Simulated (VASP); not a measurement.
# W4N in VASP: further runs

The runs below take W4N through single point, with PBE.

All numbers are computed with VASP 6.6.1; they aren't measurements. Logs are shortened: lines on timing, memory, paths and dates and some standing lists are left out, and cuts for length are marked.

## 1. The cell of the first run

The cell holds a slab with vacuum, 5 atoms: a = 3.184 Å, b = 3.184 Å, c = 20.143 Å, α = 90.00°, β = 90.00°, γ = 90.00°.

## 2. Single point, PBE

INCAR

```
SYSTEM = W4N
  PREC = Accurate
  ENCUT = 520
  EDIFF = 1E-6
  ISMEAR = 0
  SIGMA = 0.1
  LREAL = .False.
  LASPH = .True.
  NELM = 80
  ALGO = Normal
  ISIF = 2
  LWAVE = .False.
  LCHARG = .True.
  LDIPOL = .True.
  IDIPOL = 3
  DIPOL = 0.5 0.5 0.352
  GGA = PE
  LELF = .True.
  LVHAR = .True.
  LVACPOTAV = .True.
  NBANDS = 38
```

KPOINTS

```
Automatic mesh
0
Gamma
  8 8 1
  0 0 0
```

POSCAR

```
W4N
1.0
    3.1836991685      0.0000000000      0.0000000000
    0.0000000000      3.1836991685      0.0000000000
    0.0000000000      0.0000000000     20.1425775594
W N
4 1
Direct
    0.5000000000      0.5000000000      0.1985843166
    0.0000000000      0.0000000000      0.2776134071
    0.5000000000      0.5000000000      0.3599451789
    0.0000000000      0.0000000000      0.4290700897
    0.0000000000      0.3750000000      0.4937744413
```

Potentials or basis: VASP PAW PBE potentials, release 64 (W_sv, N).

On the command line:

```console
cat potpaw_PBE.64/W_sv/POTCAR potpaw_PBE.64/N/POTCAR > POTCAR
mpirun -np 1 vasp_std > vasp.out
```

OUTCAR:

```text
SYSTEM = W4N
   PREC = Accurate
   ENCUT = 520
   EDIFF = 1E-6
   ISMEAR = 0
   LREAL = .False.
   LASPH = .True.
   NELM = 80
   ISIF = 2
   GGA = PE

 ion  position               nearest neighbor table
   1  0.500  0.500  0.199-   2 2.76   2 2.76   2 2.76   2 2.76   3 3.25
   2  0.000  0.000  0.278-   1 2.76   1 2.76   1 2.76   1 2.76   3 2.80   3 2.80   3 2.80   3 2.80
                             4 3.05
   3  0.500  0.500  0.360-   4 2.65   4 2.65   4 2.65   4 2.65   2 2.80   2 2.80   2 2.80   2 2.80
                             1 3.25
   4  0.000  0.000  0.429-   5 1.77   5 2.38   3 2.65   3 2.65   3 2.65   3 2.65   2 3.05
   5  0.000  0.375  0.494-   4 1.77   4 2.38

  LATTYP: Found a simple tetragonal cell.
 ALAT       =     3.1836991685
 C/A-ratio  =     6.3267841882

  Lattice vectors:

 A1 = (   3.1836991685,   0.0000000000,   0.0000000000)
 A2 = (   0.0000000000,   3.1836991685,   0.0000000000)
 A3 = (   0.0000000000,   0.0000000000,  20.1425775594)

Analysis of symmetry for initial positions (statically):
=====================================================================
 Subroutine PRICEL returns:
 Original cell was already a primitive cell.

 Routine SETGRP: Setting up the symmetry group for a
 simple tetragonal supercell.

 Subroutine GETGRP returns: Found  2 space group operations
 (whereof  2 operations were pure point group operations)
 out of a pool of 16 trial point group operations.

The static configuration has the point symmetry C_1h.

Analysis of symmetry for dynamics (positions and initial velocities):
=====================================================================
 Subroutine PRICEL returns:
 Original cell was already a primitive cell.

 Routine SETGRP: Setting up the symmetry group for a
 simple tetragonal supercell.

 Subroutine GETGRP returns: Found  2 space group operations
 (whereof  2 operations were pure point group operations)
 out of a pool of 16 trial point group operations.

The dynamic configuration has the point symmetry C_1h.

 Subroutine INISYM returns: Found  2 space group operations
 (whereof  2 operations are pure point group operations),
 and found     1 'primitive' translations

----------------------------------------------------------------------------------------

                                     Primitive cell

  volume of cell :     204.1640

  direct lattice vectors                    reciprocal lattice vectors
     3.183699169  0.000000000  0.000000000     0.314100029  0.000000000  0.000000000
     0.000000000  3.183699169  0.000000000     0.000000000  0.314100029  0.000000000
     0.000000000  0.000000000 20.142577559     0.000000000  0.000000000  0.049646079

  length of vectors
     3.183699169  3.183699169 20.142577559     0.314100029  0.314100029  0.049646079

  position of ions in fractional coordinates (direct lattice)
     0.500000000  0.500000000  0.198584317
     0.000000000  0.000000000  0.277613407
     0.500000000  0.500000000  0.359945179
     0.000000000  0.000000000  0.429070090
     0.000000000  0.375000000  0.493774441

  ion indices of the primitive-cell ions
   primitive index   ion index
                 1           1
                 2           2
                 3           3
                 4           4
                 5           5

----------------------------------------------------------------------------------------

 KPOINTS: Automatic mesh

Automatic generation of k-mesh.
 Grid dimensions read from file:
 generate k-points for:    8    8    1

 Generating k-lattice:

  Cartesian coordinates                     Fractional coordinates (reciprocal lattice)
     0.039262504  0.000000000  0.000000000     0.125000000  0.000000000  0.000000000
     0.000000000  0.039262504  0.000000000     0.000000000  0.125000000  0.000000000
     0.000000000  0.000000000  0.049646079     0.000000000  0.000000000  1.000000000

  Length of vectors
     0.039262504  0.039262504  0.049646079

  Shift w.r.t. Gamma in fractional coordinates (k-lattice)
     0.000000000  0.000000000  0.000000000

 Subroutine IBZKPT returns following result:
 ===========================================

 Found     25 irreducible k-points:

 Following reciprocal coordinates:
            Coordinates               Weight
  0.000000  0.000000  0.000000      1.000000
  0.125000  0.000000  0.000000      2.000000
  0.000000  0.125000  0.000000      2.000000
  0.250000  0.000000  0.000000      2.000000
  0.000000  0.250000  0.000000      2.000000
  0.375000  0.000000  0.000000      2.000000
[... 16 lines left out ...]
  0.500000  0.375000  0.000000      2.000000
 -0.375000  0.500000  0.000000      2.000000
   k-points           NKPTS =     25   k-points in BZ     NKDIM =     25   number of bands    NBANDS=     38
   number of dos      NEDOS =    301   number of ions     NIONS =      5
   total plane-waves  NPLWV =  86400
   dimension x,y,z NGX =    24 NGY =   24 NGZ =  150
   dimension x,y,z NGXF=    48 NGYF=   48 NGZF=  300
   ions per type =               4   1
   NGX,Y,Z   is equivalent  to a cutoff of  12.53, 12.53, 12.38 a.u.
   NGXF,Y,Z  is equivalent  to a cutoff of  25.06, 25.06, 24.76 a.u.
 SYSTEM =  W4N
   PREC   = accura    normal or accurate (medium, high low for compatibility)
   ISTART =      0    job   : 0-new  1-cont  2-samecut
   ICHARG =      2    charge: 1-file 2-atom 10-const
   ISPIN  =      1    spin polarized calculation?
   LNONCOLLINEAR =      F non collinear calculations
   LSORBIT =      F    spin-orbit coupling
   LASPH  =      T    aspherical Exc in radial PAW
   ENCUT  =  520.0 eV  38.22 Ry    6.18 a.u.   5.92  5.92 37.45*2*pi/ulx,y,z
   NELM   =     80;   NELMIN=  2; NELMDL= -5     # of ELM steps
   EDIFF  = 0.1E-05   stopping-criterion for ELM
   LREAL  =      F    real-space projection
   EDIFFG = 0.1E-04   stopping-criterion for IOM
   NSW    =      0    number of steps for IOM
   IBRION =     -1    ionic relax: 0-MD 1-quasi-New 2-CG
   NFREE  =      0    steps in history (QN), initial steepest desc. (CG)
   ISIF   =      2    stress and relaxation
   ISYM   =      2    0-nonsym 1-usesym 2-fastsym
   POTIM  = 0.5000    time-step for ionic-motion
   TEBEG  =    0.0;   TEEND  =   0.0 temperature during run
   PSTRESS=    0.0 pullay stress
   NELECT =      61.0000    total number of electrons
   NUPDOWN=      -1.0000    fix difference up-down
   EMIN   =  10.00;   EMAX   =-10.00  energy-range for DOS
   EFERMI =   0.00;   METHOD = LEGACY
   ISMEAR =     0;   SIGMA  =   0.10  broadening in eV -4-tet -1-fermi 0-gaus
   EFERMI_NEDOS =   21; number of points for ismear=-14 and -15
   IALGO  =     38    algorithm
   IMIX   =      4    mixing-type and parameters
     AMIX     =   0.40;   BMIX     =  1.00
     AMIX_MAG =   1.60;   BMIX_MAG =  1.00
  volume/ion in A,a.u.               =      40.83       275.55
  Fermi-wavevector in a.u.,A,eV,Ry     =   1.094439  2.068191 16.297028  1.197798
  Thomas-Fermi vector in A             =   2.230744
   LORBIT       =      0    0 simple, 1 ext, 2 COOP (PROOUT), +10 PAW based schemes
   GGA     = PE    functional components
   LHFCALC =     F    Hartree Fock is set to
   AEXX    =    0.0000 exact exchange contribution
   IVDW    =     0    specifies the selected vdW correction
   LEPSILON=     F    determine dielectric tensor
   LRPA    =     F    only Hartree local field effects (RPA)
 non-spin polarized calculation
 Gauss-broadening in eV      SIGMA  =   0.10
  energy-cutoff  :      520.00
  volume of cell :      204.16
 maximum number of plane-waves:      5576
   NGX = 11   NGY = 11   NGZ = 75

 dipolmoment           0.000000      0.000000     -0.002424 electrons x Angstroem

 number of electron      60.9999990 magnetization

 dipolmoment           0.000000      0.000000      0.166050 electrons x Angstroem

 Free energy of the ion-electron system (eV)
  ---------------------------------------------------
  ext. energy  EPLUGINS =         0.00000000
  ---------------------------------------------------
  free energy    TOTEN  =       -54.54357803 eV

  energy without entropy =      -54.51609035  energy(sigma->0) =      -54.52983419

 E-fermi :  -0.0054     XC(G=0):  -5.7400

 val. band max:       -0.0199822461   @ k =   0.0000   0.1250   0.0000
 cond. band min:       0.0321609734   @ k =   0.5000   0.2500   0.0000
 fundamental gap:      0.0521432195
 Fermi energy:        -0.0053893064

 k-point     1 :       0.0000    0.0000    0.0000
  band No.  band energies     occupation
      1     -73.9634      2.00000
      2     -73.8710      2.00000
      3     -73.8027      2.00000
      4     -73.6187      2.00000
      5     -38.4381      2.00000
      6     -38.4035      2.00000
[... 30 lines left out ...]
     37       2.7868      0.00000
     38       3.1238      0.00000

 k-point     2 :       0.1250    0.0000    0.0000
  band No.  band energies     occupation
      1     -73.9577      2.00000
      2     -73.8682      2.00000
      3     -73.8016      2.00000
      4     -73.6237      2.00000
      5     -38.4640      2.00000
      6     -38.4224      2.00000
[... 30 lines left out ...]
     37       2.4238      0.00000
     38       3.0836      0.00000

 k-point     3 :       0.0000    0.1250    0.0000
  band No.  band energies     occupation
      1     -73.9577      2.00000
      2     -73.8682      2.00000
      3     -73.8015      2.00000
      4     -73.6236      2.00000
      5     -38.5148      2.00000
      6     -38.4095      2.00000
[... 30 lines left out ...]
     37       2.2658      0.00000
     38       3.0477      0.00000

 k-point     4 :       0.2500    0.0000    0.0000
  band No.  band energies     occupation
      1     -73.9432      2.00000
      2     -73.8637      2.00000
      3     -73.7962      2.00000
      4     -73.6371      2.00000
      5     -38.5632      2.00000
      6     -38.5036      2.00000
[... 30 lines left out ...]
     37       2.4125      0.00000
     38       3.0179      0.00000
[... 703 lines left out ...]
      4     -73.6541      2.00000
      5     -38.6813      2.00000
      6     -38.6000      2.00000
[... 30 lines left out ...]
     37       3.0797      0.00000
     38       3.3551      0.00000

 k-point    23 :       0.5000    0.3750    0.0000
  band No.  band energies     occupation
      1     -73.9109      2.00000
      2     -73.8597      2.00000
      3     -73.7711      2.00000
      4     -73.6544      2.00000
      5     -38.7076      2.00000
      6     -38.6359      2.00000
[... 30 lines left out ...]
     37       3.4034      0.00000
     38       3.5720      0.00000

 k-point    24 :      -0.3750    0.5000    0.0000
  band No.  band energies     occupation
      1     -73.9109      2.00000
      2     -73.8597      2.00000
      3     -73.7711      2.00000
      4     -73.6543      2.00000
      5     -38.7093      2.00000
      6     -38.6509      2.00000
[... 30 lines left out ...]
     37       3.3094      0.00000
     38       3.4416      0.00000

 [... further k-points ...]
[... 5 lines left out ...]
  --------------------------------------------------------------------------------------
  -------------------------------------------------------------------------------------
  Total       -0.4963885     -3.5496397      0.9108108      0.0000000      4.2414453      0.0000000
  in kB       -3.8954105    -27.8558081      7.1475903      0.0000000     33.2847551      0.0000000
  external PRESSURE =      -8.2012094 kB  Pullay stress =       0.0000000 kB

 VOLUME and BASIS-vectors are now :
 -----------------------------------------------------------------------------
  energy-cutoff  :      520.00
  volume of cell :      204.16
      direct lattice vectors                 reciprocal lattice vectors
     3.183699169  0.000000000  0.000000000     0.314100029  0.000000000  0.000000000
     0.000000000  3.183699169  0.000000000     0.000000000  0.314100029  0.000000000
     0.000000000  0.000000000 20.142577559     0.000000000  0.000000000  0.049646079

 POSITION                                       TOTAL-FORCE (eV/Angst)
 -----------------------------------------------------------------------------------
      1.59185      1.59185      4.00000         0.000000     -0.255757      2.055041
      0.00000      0.00000      5.59185         0.000000      0.378444     -1.862965
      1.59185      1.59185      7.25022         0.000000     -0.691389     -3.274885
      0.00000      0.00000      8.64258         0.000000     -1.923124      2.883751
      0.00000      1.19389      9.94589         0.000000      2.491828      0.199058
 -----------------------------------------------------------------------------------
    total drift:                                0.000000      0.000019     -0.000152

  FREE ENERGIE OF THE ION-ELECTRON SYSTEM (eV)
  ---------------------------------------------------
  free  energy   TOTEN  =       -54.5435780275 eV

  energy  without entropy=      -54.5160903466  energy(sigma->0) =      -54.52983419

 vacuum level on the upper side and lower side of the slab         7.135         4.171
```

Wall time 2.2 min (1 thread of Intel Xeon 6975P-C (Granite Rapids), shared host); peak memory 0.37 GiB.

What came out:

| Item | Value |
| --- | --- |
| Free energy | -54.5436 eV |
| Largest force | 3.466 eV/Å |

Forces on the atoms (eV/Å):
```
W    0.000 -0.256  2.055
W    0.000  0.378 -1.863
W    0.000 -0.691 -3.275
W    0.000 -1.923  2.884
N    0.000  2.492  0.199
```

Caveat: spin-orbit coupling is left out, which moves the levels of the heavy elements.

## 3. Single point, PBE

INCAR

```
PREC = Accurate ; ENCUT = 520
EDIFF = 1E-6 ; ISMEAR = 0
SIGMA = 0.1 ; LREAL = F
LASPH = T ; NELM = 80
ALGO = Normal ; ISIF = 2
LWAVE = F ; LCHARG = F
LDIPOL = T ; IDIPOL = 3
DIPOL = 0.5 0.5 0.348 ; GGA = PE
NBANDS = 38
```

KPOINTS

```
regular mesh
0
Gamma
  8 8 1
```

POSCAR, as its differences from that of step 2:

```diff
@@ -12,2 +12,2 @@
     0.0000000000      0.0000000000      0.4290700897
-    0.0000000000      0.3750000000      0.4937744413
+    0.1250000000      0.5000000000      0.4770678230
```

Potentials or basis: VASP PAW PBE potentials, release 64 (W_sv, N).

On the command line:

```console
cat potpaw_PBE.64/W_sv/POTCAR potpaw_PBE.64/N/POTCAR > POTCAR
mpirun -np 1 vasp_std > vasp.out
```

OUTCAR:

```text
PREC = Accurate
   ENCUT = 520
   EDIFF = 1E-6
   ISMEAR = 0
   LREAL = F
   LASPH = T
   NELM = 80
   ISIF = 2
   GGA = PE

 ion  position               nearest neighbor table
   1  0.500  0.500  0.199-   2 2.76   2 2.76   2 2.76   2 2.76   3 3.25
   2  0.000  0.000  0.278-   1 2.76   1 2.76   1 2.76   1 2.76   3 2.80   3 2.80   3 2.80   3 2.80
                             4 3.05
   3  0.500  0.500  0.360-   4 2.65   4 2.65   4 2.65   4 2.65   2 2.80   2 2.80   2 2.80   2 2.80
                             1 3.25
   4  0.000  0.000  0.429-   5 1.90   5 1.90   3 2.65   3 2.65   3 2.65   3 2.65   2 3.05
   5  0.125  0.500  0.477-   4 1.90   4 1.90
[... 1195 lines left out ...]
  Total        0.6356727     -0.6295883     -0.1105681      0.0000000      0.0000000      1.3492400
  in kB        4.9884436     -4.9406960     -0.8676835      0.0000000      0.0000000     10.5881646
  external PRESSURE =      -0.2733120 kB  Pullay stress =       0.0000000 kB

 VOLUME and BASIS-vectors are now :
 -----------------------------------------------------------------------------
  energy-cutoff  :      520.00
  volume of cell :      204.16
      direct lattice vectors                 reciprocal lattice vectors
     3.183699169  0.000000000  0.000000000     0.314100029  0.000000000  0.000000000
     0.000000000  3.183699169  0.000000000     0.000000000  0.314100029  0.000000000
     0.000000000  0.000000000 20.142577559     0.000000000  0.000000000  0.049646079

 POSITION                                       TOTAL-FORCE (eV/Angst)
 -----------------------------------------------------------------------------------
      1.59185      1.59185      4.00000         0.039049      0.000000      2.214633
      0.00000      0.00000      5.59185         0.172598      0.000000     -1.814023
      1.59185      1.59185      7.25022        -1.011670      0.000000     -3.254684
      0.00000      0.00000      8.64258         0.128650      0.000000      2.684294
      0.39796      1.59185      9.60938         0.671373      0.000000      0.169779
 -----------------------------------------------------------------------------------
    total drift:                               -0.000012      0.000000     -0.000062

  FREE ENERGIE OF THE ION-ELECTRON SYSTEM (eV)
  ---------------------------------------------------
  free  energy   TOTEN  =       -55.4913506764 eV

  energy  without entropy=      -55.4783096986  energy(sigma->0) =      -55.48483019

 vacuum level on the upper side and lower side of the slab         6.184         4.527
```

stdout:

```text
POSCAR found type information on POSCAR W N
 POSCAR found :  2 types and       5 ions
 scaLAPACK will be used
 LDA part: xc-table for (Slater+PW92), standard interpolation
 POSCAR, INCAR and KPOINTS ok, starting setup
 FFT: planning ... GRIDC
 FFT: planning ... GRID_SOFT
 FFT: planning ... GRID
 WAVECAR not read
 entering main loop
```

Wall time 2.2 min (1 thread of Intel Xeon 6975P-C (Granite Rapids), shared host); peak memory 0.36 GiB.

Results:

```yaml
Free_energy: -55.4914 eV
Largest_force: 3.408 eV/Å
```

Forces in eV/Å, atoms in the order of the input:
```
W    0.039  0.000  2.215
W    0.173  0.000 -1.814
W   -1.012  0.000 -3.255
W    0.129  0.000  2.684
N    0.671  0.000  0.170
```

Caveat: spin-orbit coupling is left out, which moves the levels of the heavy elements.

## 4. Single point, PBE

INCAR

```
SYSTEM = W4N
PREC = Accurate
ENCUT = 520
EDIFF = 1E-6
ISMEAR = 0
SIGMA = 0.1
LREAL = .FALSE.
LASPH = .TRUE.
NELM = 100
ALGO = Normal
ISIF = 2
LWAVE = .FALSE.
LCHARG = .FALSE.
LDIPOL = .TRUE.
IDIPOL = 3
DIPOL = 0.5 0.5 0.346
GGA = PE
NBANDS = 38
```

KPOINTS

```
Automatic mesh
0
G
  8 8 1
  0 0 0
```

POSCAR, as its differences from that of step 3:

```diff
@@ -12,2 +12,2 @@
     0.0000000000      0.0000000000      0.4290700897
-    0.1250000000      0.5000000000      0.4770678230
+    0.3750000000      0.5000000000      0.4629303917
```

On the command line:

```console
cat potpaw_PBE.64/W_sv/POTCAR potpaw_PBE.64/N/POTCAR > POTCAR
mpirun -np 1 vasp_std > vasp.out
```

It took 2.4 min on 1 thread of Intel Xeon 6975P-C (Granite Rapids), shared host; peak memory 0.36 GiB.

It converged, with:

```
Free energy   : -55.8260 eV
Largest force : 4.462 eV/Å
```

Forces in eV/Å, atoms in the order of the input:
```
W    0.043  0.000  1.772
W    0.159  0.000 -1.619
W   -0.744  0.000 -4.399
W    0.867  0.000  4.150
N   -0.325  0.000  0.096
```

Levels at points of the mesh, in eV from the Fermi level:
```
           k point  band 28  band 29  band 30  band 31  band 32  band 33  band 34  band 35
(0.00, 0.00, 0.00)    -1.19    -0.93    -0.50    -0.45    -0.31     0.45     0.56     1.04
(0.50, 0.00, 0.00)    -0.88    -0.66    -0.42     0.42     0.61     0.91     1.34     1.71
(0.00, 0.50, 0.00)    -1.35    -0.75    -0.52     0.10     0.24     0.76     1.44     1.87
(0.50, 0.50, 0.00)    -1.41    -1.41     0.82     1.02     1.88     1.97     2.00     2.13
```

Caveat: spin-orbit coupling is left out, which moves the levels of the heavy elements.
